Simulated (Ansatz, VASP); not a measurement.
# One calculation of ZnS, two programs

```xyz
4
Lattice="3.8611 0.0000 0.0000 -1.9306 3.3439 0.0000 0.0000 0.0000 6.3160" Properties=species:S:1:pos:R:3 pbc="T T T"
Zn    0.0000    2.2292    0.0000
Zn    1.9306    1.1146    3.1580
S     0.0000    2.2292    2.4317
S     1.9306    1.1146    5.5897
```

Change from the starting cell: volume scaled by 1.04.

Alike in both runs: task single point; functional PBEsol; k mesh 8 × 8 × 5; occupations fermi-dirac, width 0.03 eV; no spin polarisation.

```csv
,VASP,Ansatz
version,VASP 6.6.1,Ansatz 0.2.0
potentials or method,"VASP PAW PBE potentials, release 64 (Zn, S), cutoff 520 eV","all-electron LAPW, scalar-relativistic"
```

VASP gave:

```
gap on the k mesh at the Fermi level (eV)                     : 1.93
pressure (GPa)                                                : -3.7
traceless stress, the component that is largest in VASP (GPa) : -0.87
rms of the force components (eV/Å)                            : 0.152
```

Task: Which values does Ansatz return?

Result: gap on the k mesh at the Fermi level (eV): 1.93; pressure (GPa): -3.9; traceless stress, the component that is largest in VASP (GPa): -0.86; rms of the force components (eV/Å): 0.151.

VASP's potentials were made for PBE, not for PBEsol. Atom by atom the forces differ by 0.001 eV/Å (rms over components). Ansatz ran all-electron here, and VASP with PAW potentials.
